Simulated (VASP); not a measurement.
The system is Se.

```xyz
3
Lattice="4.2926 0.0000 0.0000 -2.1463 3.7175 0.0000 0.0000 0.0000 5.0409" Properties=species:S:1:pos:R:3 pbc="T T T"
Se    0.9807    0.0000    1.6803
Se   -0.4904    0.8493    3.3606
Se    1.6560    2.8682    0.0000
```

Base run:

| Item | Value |
| --- | --- |
| Program | VASP 6.6.1 |
| Functional | r2SCAN |
| Potentials or basis | VASP PAW PBE potentials, release 64 (Se) |
| Cutoff | 520 eV |
| k mesh | 12 × 12 × 6 |
| Occupations | gaussian, width 0.01 eV |
| Spin | no spin polarisation |

Its results: band gap on the k mesh 1.05 eV (least direct gap 1.23 eV); pressure 0.8 GPa; largest force 0.040 eV/Å.

Task: The run is repeated on the same cell with these changes: functional from r2SCAN to PBE. What comes out?

Result: Band gap on the k mesh 0.82 eV (least direct gap 0.97 eV); pressure 2.4 GPa; largest force 0.334 eV/Å.

Caveats: the PAW data sets were made with another functional, which shifts forces and pressure a little (at least some runs).

A k mesh can miss the band edges.
